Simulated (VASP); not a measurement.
# CdSe (F-43m) in VASP: further runs

Runs on CdSe. Level: PBE. Tasks: density of states.

Everything below comes from runs of VASP 6.6.1. Logs are shortened: lines on timing, memory, paths and dates and some standing lists are left out, and cuts for length are marked.

### 1 The cell of the first run

The structure is cubic, space group F-43m (No. 216). The conventional cell has a = 6.197 Å, b = 6.197 Å, c = 6.197 Å, α = 90.00°, β = 90.00°, γ = 90.00°. Cd (site symmetry -43m) has 4 Se at 2.68 Å within 3.5 Å. Within 3.5 Å of Se (site symmetry -43m) lie 4 Cd at 2.68 Å.

### 2 Density of states, PBE

The input, POSCAR:

```
CdSe
1.0
    0.0000000000      3.0984146604      3.0984146604
    3.0984146604      0.0000000000      3.0984146604
    3.0984146604      3.0984146604      0.0000000000
Cd Se
1 1
Direct
    0.0000000000      0.0000000000      0.0000000000
    0.7500000000      0.7500000000      0.7500000000
```

The input, INCAR.step1:

```
  ALGO = Normal
  EDIFF = 1E-6
  ENCUT = 520
  GGA = PE
  ISIF = 2
  ISMEAR = 0
  LASPH = True
  LCHARG = True
  LREAL = False
  LWAVE = False
  NBANDS = 16
  NELM = 100
  PREC = Accurate
  SIGMA = 0.02
```

The input, KPOINTS.step1:

```
k-points
0
Gamma
  10 10 10
```

The input, INCAR.step2:

```
  ALGO = Normal
  EDIFF = 1E-6
  ENCUT = 520
  GGA = PE
  ICHARG = 11
  ISIF = 2
  ISMEAR = -5
  LASPH = True
  LCHARG = False
  LORBIT = 10
  LREAL = False
  LWAVE = False
  NEDOS = 1001
  NELM = 100
  PREC = Accurate
  SIGMA = 0.02
```

The input, KPOINTS.step2:

```
k-points
0
Gamma
  15 15 15
```

Potentials or basis: VASP PAW PBE potentials, release 64 (Cd, Se).

Command:

```console
> cat potpaw_PBE.64/Cd/POTCAR potpaw_PBE.64/Se/POTCAR > POTCAR
> cp INCAR.step1 INCAR
> cp KPOINTS.step1 KPOINTS
> mpirun -np 1 vasp_std > vasp.out
> cp INCAR.step2 INCAR
> cp KPOINTS.step2 KPOINTS
> mpirun -np 1 vasp_std > vasp.out
```

OUTCAR:

```text
EDIFF = 1E-6
   ENCUT = 520
   GGA = PE
   ICHARG = 11
   ISIF = 2
   ISMEAR = -5
   LASPH = True
   LORBIT = 10
   LREAL = False
   NELM = 100
   PREC = Accurate

 ion  position               nearest neighbor table
   1  0.000  0.000  0.000-   2 2.68   2 2.68   2 2.68   2 2.68
   2  0.750  0.750  0.750-   1 2.68   1 2.68   1 2.68   1 2.68

  LATTYP: Found a face centered cubic cell.
 ALAT       =     6.1968293208

  Lattice vectors:

 A1 = (   0.0000000000,   3.0984146604,   3.0984146604)
 A2 = (   3.0984146604,   0.0000000000,   3.0984146604)
 A3 = (   3.0984146604,   3.0984146604,   0.0000000000)

Analysis of symmetry for initial positions (statically):
=====================================================================
 Subroutine PRICEL returns:
 Original cell was already a primitive cell.

 Routine SETGRP: Setting up the symmetry group for a
 face centered cubic supercell.

 Subroutine GETGRP returns: Found 24 space group operations
 (whereof 24 operations were pure point group operations)
 out of a pool of 48 trial point group operations.

The static configuration has the point symmetry T_d .

Analysis of symmetry for dynamics (positions and initial velocities):
=====================================================================
 Subroutine PRICEL returns:
 Original cell was already a primitive cell.

 Routine SETGRP: Setting up the symmetry group for a
 face centered cubic supercell.

 Subroutine GETGRP returns: Found 24 space group operations
 (whereof 24 operations were pure point group operations)
 out of a pool of 48 trial point group operations.

The dynamic configuration has the point symmetry T_d .

 Subroutine INISYM returns: Found 24 space group operations
 (whereof 24 operations are pure point group operations),
 and found     1 'primitive' translations

----------------------------------------------------------------------------------------

                                     Primitive cell

  volume of cell :      59.4906

  direct lattice vectors                    reciprocal lattice vectors
     0.000000000  3.098414660  3.098414660    -0.161372849  0.161372849  0.161372849
     3.098414660  0.000000000  3.098414660     0.161372849 -0.161372849  0.161372849
     3.098414660  3.098414660  0.000000000     0.161372849  0.161372849 -0.161372849

  length of vectors
     4.381820035  4.381820035  4.381820035     0.279505973  0.279505973  0.279505973

  position of ions in fractional coordinates (direct lattice)
     0.000000000  0.000000000  0.000000000
     0.750000000  0.750000000  0.750000000
[... 98 lines left out ...]
     AMIX     =   0.40;   BMIX     =  1.00
     AMIX_MAG =   1.60;   BMIX_MAG =  1.00
  volume/ion in A,a.u.               =      29.75       200.73
  Fermi-wavevector in a.u.,A,eV,Ry     =   1.099047  2.076897 16.434526  1.207904
  Thomas-Fermi vector in A             =   2.235435
   LORBIT       =     10    0 simple, 1 ext, 2 COOP (PROOUT), +10 PAW based schemes
   GGA     = PE    functional components
   LHFCALC =     F    Hartree Fock is set to
   AEXX    =    0.0000 exact exchange contribution
   IVDW    =     0    specifies the selected vdW correction
   LEPSILON=     F    determine dielectric tensor
   LRPA    =     F    only Hartree local field effects (RPA)
 non-spin polarized calculation
 Fermi weights with tetrahedron method with Bloechl corrections
  energy-cutoff  :      520.00
  volume of cell :       59.49
 maximum number of plane-waves:      1639
 NGX is ok and might be reduce to    36

 number of electron      18.0000000 magnetization

 Free energy of the ion-electron system (eV)
  ---------------------------------------------------
  ext. energy  EPLUGINS =         0.00000000
  ---------------------------------------------------
  free energy    TOTEN  =        -5.50008184 eV

  energy without entropy =       -5.50008184  energy(sigma->0) =       -5.50008184

 E-fermi :   0.5265     XC(G=0):  -8.6335

 val. band max:        0.5126386118   @ k =   0.0000   0.0000   0.0000
 cond. band min:       1.0057718877   @ k =   0.0000   0.0000   0.0000
 fundamental gap:      0.4931332759
 Fermi energy:         0.5264917774

 k-point     1 :       0.0000    0.0000    0.0000
  band No.  band energies     occupation
      1     -11.7825      2.00000
      2      -7.2496      2.00000
      3      -7.2496      2.00000
      4      -7.2496      2.00000
      5      -6.9300      2.00000
      6      -6.9300      2.00000
      7       0.5126      2.00000
      8       0.5126      2.00000
      9       0.5126      2.00000
     10       1.0058      0.00000
     11       6.4414      0.00000
     12       6.4414      0.00000
     13       6.4414      0.00000
[... 354 lines left out ...]
  band No.  band energies     occupation
      1     -11.6685      2.00000
      2      -7.2054      2.00000
      3      -7.1989      2.00000
      4      -7.1582      2.00000
      5      -6.9429      2.00000
      6      -6.9180      2.00000
      7      -1.2656      2.00000
      8       0.0163      2.00000
      9       0.0373      2.00000
     10       2.8603      0.00000
     11       5.4892      0.00000
     12       7.1597      0.00000
     13       7.2130      0.00000

 [... further k-points ...]

------------------------ aborting loop because EDIFF is reached ----------------------------------------

  FORCE on cell =-STRESS in cart. coord.  units (eV):
  Direction    XX          YY          ZZ          XY          YZ          ZX
  --------------------------------------------------------------------------------------
  -------------------------------------------------------------------------------------
  Total        0.0814820      0.0814820      0.0814820      0.0000000     -0.0000000     -0.0000000
  in kB        2.1944398      2.1944398      2.1944398      0.0000000     -0.0000000     -0.0000000
  external PRESSURE =       2.1944398 kB  Pullay stress =       0.0000000 kB

 VOLUME and BASIS-vectors are now :
 -----------------------------------------------------------------------------
  energy-cutoff  :      520.00
  volume of cell :       59.49
      direct lattice vectors                 reciprocal lattice vectors
     0.000000000  3.098414660  3.098414660    -0.161372849  0.161372849  0.161372849
     3.098414660  0.000000000  3.098414660     0.161372849 -0.161372849  0.161372849
     3.098414660  3.098414660  0.000000000     0.161372849  0.161372849 -0.161372849

 POSITION                                       TOTAL-FORCE (eV/Angst)
 -----------------------------------------------------------------------------------
      0.00000      0.00000      0.00000        -0.000000     -0.000000      0.000000
      4.64762      4.64762      4.64762         0.000000      0.000000     -0.000000
 -----------------------------------------------------------------------------------
    total drift:                                0.000000      0.000000      0.000000

  FREE ENERGIE OF THE ION-ELECTRON SYSTEM (eV)
  ---------------------------------------------------
  free  energy   TOTEN  =        -5.5000818356 eV

  energy  without entropy=       -5.5000818356  energy(sigma->0) =       -5.50008184

 total charge

# of ion       s       p       d       tot
------------------------------------------
    1        0.437   0.285   9.553  10.275
    2        1.446   2.368   0.019   3.832
--------------------------------------------------
tot          1.883   2.652   9.572  14.108
```

OUTCAR.step1:

```text
EDIFF = 1E-6
   ENCUT = 520
   GGA = PE
   ISIF = 2
   ISMEAR = 0
[... 678 lines left out ...]
 -----------------------------------------------------------------------------------
      0.00000      0.00000      0.00000         0.000000      0.000000     -0.000000
      4.64762      4.64762      4.64762        -0.000000     -0.000000      0.000000
 -----------------------------------------------------------------------------------
    total drift:                                0.000000      0.000000      0.000000

  FREE ENERGIE OF THE ION-ELECTRON SYSTEM (eV)
  ---------------------------------------------------
  free  energy   TOTEN  =        -5.4999244881 eV

  energy  without entropy=       -5.4999244881  energy(sigma->0) =       -5.49992449
```

OSZICAR.step1:

```text
N       E                     dE             d eps       ncg     rms          rms(c)
DAV:   1     0.107492572727E+03    0.10749E+03   -0.86332E+03  1512   0.997E+02
DAV:   2    -0.176405807941E+01   -0.10926E+03   -0.10306E+03  1792   0.247E+02
DAV:   3    -0.586704071037E+01   -0.41030E+01   -0.40950E+01  1856   0.499E+01
DAV:   4    -0.588402923799E+01   -0.16989E-01   -0.16988E-01  1856   0.320E+00
DAV:   5    -0.588414019181E+01   -0.11095E-03   -0.11095E-03  1888   0.226E-01    0.553E+00
DAV:   6    -0.551926454214E+01    0.36488E+00   -0.55837E-01  2200   0.852E+00    0.447E+00
DAV:   7    -0.549869124364E+01    0.20573E-01   -0.13558E-01  1792   0.243E+00    0.197E+00
DAV:   8    -0.549958026999E+01   -0.88903E-03   -0.12128E-02  1704   0.131E+00    0.240E-01
DAV:   9    -0.549980440650E+01   -0.22414E-03   -0.13405E-03  1848   0.447E-01    0.490E-02
DAV:  10    -0.549987304817E+01   -0.68642E-04   -0.14799E-04  1904   0.148E-01    0.443E-02
DAV:  11    -0.549992471227E+01   -0.51664E-04   -0.84367E-05  1808   0.571E-02    0.174E-02
DAV:  12    -0.549992448807E+01    0.22420E-06   -0.13663E-06  1696   0.124E-02
   1 F= -.54999245E+01 E0= -.54999245E+01  d E =-.607497E-18
```

Wall time 45 s (1 thread of Intel Xeon Platinum 8488C (Sapphire Rapids), shared host); peak memory 0.27 GiB.

What came out:

* Valence electrons inside the program's atomic spheres: Cd 10.28; Se 3.83

### 3 Density of states, PBE, non-collinear spin, zero start, spin-orbit coupling

POSCAR is that of step 2.

The input, INCAR.step1:

```
SYSTEM = CdSe
PREC = Accurate
ENCUT = 400
EDIFF = 1E-6
ISMEAR = 0
SIGMA = 0.02
LREAL = .FALSE.
LASPH = .TRUE.
NELM = 200
ALGO = Normal
ISIF = 2
LWAVE = .FALSE.
LCHARG = .TRUE.
MAGMOM = 0 0 0 0 0 0
LSORBIT = .TRUE.
GGA_COMPAT = .FALSE.
LORBMOM = .TRUE.
GGA = PE
NBANDS = 30
NEDOS = 2001
LORBIT = 11
```

The input, KPOINTS.step1:

```
Automatic mesh
0
G
  10 10 10
  0 0 0
```

The input, INCAR.step2:

```
SYSTEM = CdSe
PREC = Accurate
ENCUT = 400
EDIFF = 1E-6
ISMEAR = -5
SIGMA = 0.02
LREAL = .FALSE.
LASPH = .TRUE.
NELM = 200
ALGO = Normal
ISIF = 2
LWAVE = .FALSE.
LCHARG = .FALSE.
MAGMOM = 0 0 0 0 0 0
LORBIT = 11
LSORBIT = .TRUE.
GGA_COMPAT = .FALSE.
LORBMOM = .TRUE.
GGA = PE
NEDOS = 1001
ICHARG = 11
```

The input, KPOINTS.step2:

```
Automatic mesh
0
G
  15 15 15
  0 0 0
```

Potentials or basis: VASP PAW PBE potentials, release 64 (Cd, Se).

Command:

```console
> cat potpaw_PBE.64/Cd/POTCAR potpaw_PBE.64/Se/POTCAR > POTCAR
> cp INCAR.step1 INCAR
> cp KPOINTS.step1 KPOINTS
> mpirun -np 1 vasp_ncl > vasp.out
> cp INCAR.step2 INCAR
> cp KPOINTS.step2 KPOINTS
> mpirun -np 1 vasp_ncl > vasp.out
```

It took 4.6 min on 1 thread of Intel Xeon 6975P-C (Granite Rapids), shared host; peak memory 0.48 GiB.

The run converged. Its results:

```yaml
Net_moment: 0.00 μB per cell
Valence_electrons_inside_the_program's_atomic_spheres: Cd 10.27; Se 3.83
```

Moments on the atoms (μB; x, y, z):
```
Cd  0.00 0.00 0.00
Se  0.00 0.00 0.00
```
